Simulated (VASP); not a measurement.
# N (P2_13) in VASP: relaxation of cell and atoms with PBE

Aim: the relaxation of cell and atoms of N with PBE.

Everything below comes from runs of VASP 6.6.1. Logs are shortened: lines on timing, memory, paths and dates and some standing lists are left out, and cuts for length are marked.

### 1 The cell of the first run

Symmetry: P2_13, No. 198, cubic system. Conventional cell: a = 5.815 Å, b = 5.815 Å, c = 5.815 Å, α = 90.00°, β = 90.00°, γ = 90.00°. N (site symmetry 3) has 1 N at 1.11 Å within 1.5 Å. N (site symmetry 3) has 1 N at 1.11 Å within 1.5 Å.

### 2 Relaxation of cell and atoms, PBE

Input file INCAR:

```
PREC = Accurate
ENCUT = 910
EDIFF = 1E-7
ISMEAR = 0
SIGMA = 0.02
LREAL = F
LASPH = T
NELM = 120
ALGO = Normal
ISIF = 3
LWAVE = F
LCHARG = F
GGA = PE
IBRION = 2
NSW = 100
EDIFFG = -0.01
GGA_COMPAT = F
NELMIN = 4
```

Input file KPOINTS:

```
regular mesh
0
Gamma
  4 4 4
```

Input file POSCAR:

```
N
1.0
    5.8151017200      0.0000000000      0.0000000000
    0.0000000000      5.8151017200      0.0000000000
    0.0000000000      0.0000000000      5.8151017200
N
8
Direct
    0.0639014400      0.0639014400      0.0639014400
    0.4360985600      0.9360985600      0.5639014400
    0.5639014400      0.4360985600      0.9360985600
    0.9360985600      0.5639014400      0.4360985600
    0.9541388600      0.9541388600      0.9541388600
    0.5458611400      0.0458611400      0.4541388600
    0.4541388600      0.5458611400      0.0458611400
    0.0458611400      0.4541388600      0.5458611400
```

Potentials or basis: VASP PAW PBE potentials, release 64 (N_h).

Run with:

```sh
$ cat potpaw_PBE.64/N_h/POTCAR > POTCAR
$ mpirun -np 1 vasp_std > vasp.out
```

OUTCAR:

```text
PREC = Accurate
   ENCUT = 910
   EDIFF = 1E-7
   ISMEAR = 0
   LREAL = F
   LASPH = T
   NELM = 120
   ISIF = 3
   GGA = PE
   IBRION = 2
   NSW = 100
   EDIFFG = -0.01
   NELMIN = 4

 ion  position               nearest neighbor table
   1  0.064  0.064  0.064-   5 1.11
   2  0.436  0.936  0.564-   6 1.11
   3  0.564  0.436  0.936-   7 1.11
   4  0.936  0.564  0.436-   8 1.11
   5  0.954  0.954  0.954-   1 1.11
   6  0.546  0.046  0.454-   2 1.11
   7  0.454  0.546  0.046-   3 1.11
   8  0.046  0.454  0.546-   4 1.11

  LATTYP: Found a simple cubic cell.
 ALAT       =     5.8151017200

  Lattice vectors:

 A1 = (   5.8151017200,   0.0000000000,   0.0000000000)
 A2 = (   0.0000000000,   5.8151017200,   0.0000000000)
 A3 = (   0.0000000000,   0.0000000000,   5.8151017200)

Analysis of symmetry for initial positions (statically):
=====================================================================
 Subroutine PRICEL returns:
 Original cell was already a primitive cell.

 Routine SETGRP: Setting up the symmetry group for a
 simple cubic supercell.

 Subroutine GETGRP returns: Found 12 space group operations
 (whereof  3 operations were pure point group operations)
 out of a pool of 48 trial point group operations.

The static configuration has the point symmetry C_3 .
 The point group associated with its full space group is T   .

Analysis of symmetry for dynamics (positions and initial velocities):
=====================================================================
 Subroutine PRICEL returns:
 Original cell was already a primitive cell.

 Routine SETGRP: Setting up the symmetry group for a
 simple cubic supercell.

 Subroutine GETGRP returns: Found 12 space group operations
 (whereof  3 operations were pure point group operations)
 out of a pool of 48 trial point group operations.

The dynamic configuration has the point symmetry C_3 .
 The point group associated with its full space group is T   .

 Subroutine INISYM returns: Found 12 space group operations
 (whereof  3 operations are pure point group operations),
 and found     1 'primitive' translations

----------------------------------------------------------------------------------------

                                     Primitive cell

  volume of cell :     196.6400

  direct lattice vectors                    reciprocal lattice vectors
     5.815101720  0.000000000  0.000000000     0.171966037  0.000000000  0.000000000
     0.000000000  5.815101720  0.000000000     0.000000000  0.171966037  0.000000000
     0.000000000  0.000000000  5.815101720     0.000000000  0.000000000  0.171966037

  length of vectors
     5.815101720  5.815101720  5.815101720     0.171966037  0.171966037  0.171966037

  position of ions in fractional coordinates (direct lattice)
     0.063901440  0.063901440  0.063901440
     0.436098560  0.936098560  0.563901440
     0.563901440  0.436098560  0.936098560
     0.936098560  0.563901440  0.436098560
     0.954138860  0.954138860  0.954138860
     0.545861140  0.045861140  0.454138860
     0.454138860  0.545861140  0.045861140
     0.045861140  0.454138860  0.545861140

  ion indices of the primitive-cell ions
   primitive index   ion index
                 1           1
                 2           2
                 3           3
                 4           4
                 5           5
                 6           6
                 7           7
                 8           8

----------------------------------------------------------------------------------------

 KPOINTS: regular mesh

Automatic generation of k-mesh.
 Grid dimensions read from file:
 generate k-points for:    4    4    4

 Generating k-lattice:

  Cartesian coordinates                     Fractional coordinates (reciprocal lattice)
     0.042991509  0.000000000  0.000000000     0.250000000  0.000000000  0.000000000
     0.000000000  0.042991509  0.000000000     0.000000000  0.250000000  0.000000000
     0.000000000  0.000000000  0.042991509     0.000000000  0.000000000  0.250000000

  Length of vectors
     0.042991509  0.042991509  0.042991509

  Shift w.r.t. Gamma in fractional coordinates (k-lattice)
     0.000000000  0.000000000  0.000000000

 Subroutine IBZKPT returns following result:
 ===========================================

 Found     11 irreducible k-points:

 Following reciprocal coordinates:
            Coordinates               Weight
  0.000000  0.000000  0.000000      1.000000
  0.250000  0.000000  0.000000      6.000000
  0.500000  0.000000  0.000000      3.000000
  0.250000  0.250000  0.000000     12.000000
  0.500000  0.250000  0.000000      6.000000
 -0.250000  0.500000  0.000000      6.000000
  0.500000  0.500000  0.000000      3.000000
  0.250000  0.250000  0.250000      8.000000
  0.500000  0.250000  0.250000     12.000000
  0.500000  0.500000  0.250000      6.000000
  0.500000  0.500000  0.500000      1.000000
   k-points           NKPTS =     11   k-points in BZ     NKDIM =     11   number of bands    NBANDS=     25
   number of dos      NEDOS =    301   number of ions     NIONS =      8
   total plane-waves  NPLWV = 216000
   dimension x,y,z NGX =    60 NGY =   60 NGZ =   60
   dimension x,y,z NGXF=   120 NGYF=  120 NGZF=  120
   ions per type =               8
   NGX,Y,Z   is equivalent  to a cutoff of  17.15, 17.15, 17.15 a.u.
   NGXF,Y,Z  is equivalent  to a cutoff of  34.31, 34.31, 34.31 a.u.
 SYSTEM =  unknown system
   PREC   = accura    normal or accurate (medium, high low for compatibility)
   ISTART =      0    job   : 0-new  1-cont  2-samecut
   ICHARG =      2    charge: 1-file 2-atom 10-const
   ISPIN  =      1    spin polarized calculation?
   LNONCOLLINEAR =      F non collinear calculations
   LSORBIT =      F    spin-orbit coupling
   LASPH  =      T    aspherical Exc in radial PAW
   ENCUT  =  910.0 eV  66.88 Ry    8.18 a.u.  14.30 14.30 14.30*2*pi/ulx,y,z
   NELM   =    120;   NELMIN=  4; NELMDL= -5     # of ELM steps
   EDIFF  = 0.1E-06   stopping-criterion for ELM
   LREAL  =      F    real-space projection
   EDIFFG = -.1E-01   stopping-criterion for IOM
   NSW    =    100    number of steps for IOM
   IBRION =      2    ionic relax: 0-MD 1-quasi-New 2-CG
   NFREE  =      1    steps in history (QN), initial steepest desc. (CG)
   ISIF   =      3    stress and relaxation
   ISYM   =      2    0-nonsym 1-usesym 2-fastsym
   POTIM  = 0.5000    time-step for ionic-motion
   TEBEG  =    0.0;   TEEND  =   0.0 temperature during run
   PSTRESS=    0.0 pullay stress
   NELECT =      40.0000    total number of electrons
   NUPDOWN=      -1.0000    fix difference up-down
   EMIN   =  10.00;   EMAX   =-10.00  energy-range for DOS
   EFERMI =   0.00;   METHOD = LEGACY
   ISMEAR =     0;   SIGMA  =   0.02  broadening in eV -4-tet -1-fermi 0-gaus
   EFERMI_NEDOS =   21; number of points for ismear=-14 and -15
   IALGO  =     38    algorithm
   IMIX   =      4    mixing-type and parameters
     AMIX     =   0.40;   BMIX     =  1.00
     AMIX_MAG =   1.60;   BMIX_MAG =  1.00
  volume/ion in A,a.u.               =      24.58       165.87
  Fermi-wavevector in a.u.,A,eV,Ry     =   0.962803  1.819434 12.612464  0.926990
  Thomas-Fermi vector in A             =   2.092294
   LORBIT       =      0    0 simple, 1 ext, 2 COOP (PROOUT), +10 PAW based schemes
   GGA     = PE    functional components
   LHFCALC =     F    Hartree Fock is set to
   AEXX    =    0.0000 exact exchange contribution
   IVDW    =     0    specifies the selected vdW correction
   LEPSILON=     F    determine dielectric tensor
   LRPA    =     F    only Hartree local field effects (RPA)
 conjugate gradient relaxation of ions
 non-spin polarized calculation
 Gauss-broadening in eV      SIGMA  =   0.02
  energy-cutoff  :      910.00
  volume of cell :      196.64
 maximum number of plane-waves:     12328
 NGX is ok and might be reduce to    60
   NGX = 29   NGY = 29   NGZ = 29

--------------------------------------- Ionic step        1  -------------------------------------------

 number of electron      40.0000000 magnetization

 Free energy of the ion-electron system (eV)
  ---------------------------------------------------
  ext. energy  EPLUGINS =         0.00000000
  ---------------------------------------------------
  free energy    TOTEN  =       -67.35658412 eV

  energy without entropy =      -67.35658412  energy(sigma->0) =      -67.35658412

------------------------ aborting loop because EDIFF is reached ----------------------------------------

  FORCE on cell =-STRESS in cart. coord.  units (eV):
  Direction    XX          YY          ZZ          XY          YZ          ZX
  --------------------------------------------------------------------------------------
  -------------------------------------------------------------------------------------
  Total       -0.6265992     -0.6265992     -0.6265992     -0.0000000     -0.0000000     -0.0000000
  in kB       -5.1053843     -5.1053843     -5.1053843     -0.0000000     -0.0000000     -0.0000000
  external PRESSURE =      -5.1053843 kB  Pullay stress =       0.0000000 kB
[... 107 lines left out ...]
  FREE ENERGIE OF THE ION-ELECTRON SYSTEM (eV)
  ---------------------------------------------------
  free  energy   TOTEN  =       -67.3597621402 eV

  energy  without entropy=      -67.3597621402  energy(sigma->0) =      -67.35976214

[... ionic steps 4 to 25 ...]

--------------------------------------- Ionic step       26  -------------------------------------------

 number of electron      40.0000000 magnetization

------------------------ aborting loop because EDIFF is reached ----------------------------------------

  FORCE on cell =-STRESS in cart. coord.  units (eV):
  Direction    XX          YY          ZZ          XY          YZ          ZX
  --------------------------------------------------------------------------------------
  -------------------------------------------------------------------------------------
  Total       -0.0396089     -0.0396089     -0.0396089     -0.0000000      0.0000000      0.0000000
  in kB       -0.3165466     -0.3165466     -0.3165466     -0.0000000      0.0000000      0.0000000
  external PRESSURE =      -0.3165466 kB  Pullay stress =       0.0000000 kB
[... 69 lines left out ...]
  energy  without entropy=      -67.3607507841  energy(sigma->0) =      -67.36075078

--------------------------------------- Ionic step       28  -------------------------------------------

 number of electron      40.0000000 magnetization

 Free energy of the ion-electron system (eV)
  ---------------------------------------------------
  ext. energy  EPLUGINS =         0.00000000
  ---------------------------------------------------
  free energy    TOTEN  =       -67.36075435 eV

  energy without entropy =      -67.36075435  energy(sigma->0) =      -67.36075435

 E-fermi :  -6.5639     XC(G=0):  -6.0817

 val. band max:       -6.6848709899   @ k =   0.5000   0.0000   0.0000
 cond. band min:       0.8506148020   @ k =   0.0000   0.0000   0.0000
 fundamental gap:      7.5354857919
 Fermi energy:        -6.5638884920

 k-point     1 :       0.0000    0.0000    0.0000
  band No.  band energies     occupation
      1     -24.8046      2.00000
      2     -24.7671      2.00000
      3     -24.7671      2.00000
      4     -24.7671      2.00000
      5     -10.1864      2.00000
      6     -10.1864      2.00000
[... 332 lines left out ...]
  FREE ENERGIE OF THE ION-ELECTRON SYSTEM (eV)
  ---------------------------------------------------
  free  energy   TOTEN  =       -67.3607543516 eV

  energy  without entropy=      -67.3607543516  energy(sigma->0) =      -67.36075435

 reached required accuracy - stopping structural energy minimisation
```

Run time: 14 min. Hardware: 1 thread of Intel Xeon 6975P-C (Granite Rapids), shared host; peak memory 0.55 GiB.

What came out:

```
Free energy                           : -67.3608 eV
Relaxed volume                        : 25.06 Å³/atom
Relaxed cell                          : a = 5.853 Å, b = 5.853 Å, c = 5.853 Å, α = 90.00°, β = 90.00°, γ = 90.00°
Space group after relaxing (to 0.1 Å) : P2_13 (No. 198)
Energy gained by relaxing             : 0.5 meV/atom
Ionic steps                           : 28
Pressure after relaxing               : 0.0 GPa
Largest force after relaxing          : 0.009 eV/Å
Band gap on the k mesh                : 7.54 eV (least direct gap 7.55 eV)
```

Forces on the atoms (eV/Å):
```
N   -0.002 -0.002 -0.002
N    0.002  0.002 -0.002
N   -0.002  0.002  0.002
N    0.002 -0.002  0.002
N   -0.005 -0.005 -0.005
N    0.005  0.005 -0.005
N   -0.005  0.005  0.005
N    0.005 -0.005  0.005
```

Step by step:
```
step  energy change (eV)  largest force (eV/Å)  pressure (GPa)  volume (Å³)
   1              0.0000                0.4847           -0.51       196.64
   2              0.6931                7.8953            9.21       194.42
   3             -0.0032                0.0288            0.04       196.49
   4             -0.0032                0.0149            0.05       196.48
   5             -0.0032                0.0110            0.07       196.48
   6             -0.0033                0.0130            0.06       196.69
   7             -0.0035                0.0194            0.06       197.31
   8             -0.0039                0.0329            0.04       198.55
   9             -0.0036                0.1648           -0.18       198.78
  10             -0.0039                0.0145            0.00       198.59
  11             -0.0039                0.0199           -0.01       198.65
  12             -0.0039                0.0353           -0.03       198.81
  13             -0.0040                0.0664           -0.08       199.15
  14             -0.0040                0.0661           -0.07       199.15
  15             -0.0040                0.0647           -0.07       199.17
  16             -0.0040                0.0626           -0.07       199.19
  17             -0.0040                0.0574           -0.06       199.24
  18             -0.0040                0.0471           -0.06       199.35
  19             -0.0041                0.0266           -0.04       199.55
  20             -0.0041                0.0277            0.00       199.96
  21             -0.0041                0.0319            0.00       200.00
  22             -0.0041                0.0277            0.00       200.10
  23             -0.0042                0.0152           -0.03       200.39
  24             -0.0042                0.0133           -0.03       200.43
  25             -0.0042                0.0100           -0.03       200.50
  26             -0.0042                0.0111           -0.03       200.48
  27             -0.0042                0.0105           -0.03       200.49
  28             -0.0042                0.0091           -0.03       200.48
```

Final structure:
```yaml
crystal:
  lattice:
    - [5.85272, 0.00000, 0.00000]
    - [0.00000, 5.85272, 0.00000]
    - [0.00000, 0.00000, 5.85272]
  atoms:
    - { symbol: N, position: [0.06223, 0.06223, 0.06223] }
    - { symbol: N, position: [0.43777, 0.93777, 0.56223] }
    - { symbol: N, position: [0.56223, 0.43777, 0.93777] }
    - { symbol: N, position: [0.93777, 0.56223, 0.43777] }
    - { symbol: N, position: [0.95350, 0.95350, 0.95350] }
    - { symbol: N, position: [0.54650, 0.04650, 0.45350] }
    - { symbol: N, position: [0.45350, 0.54650, 0.04650] }
    - { symbol: N, position: [0.04650, 0.45350, 0.54650] }
```

Caveat: the cutoff is under 1.25 times the usual one of these potentials, so pressure, stress and relaxed cells hold a basis-set (Pulay) error; this functional lacks dispersion, which holds the molecules together, so the pressure and a relaxed volume are unreliable.
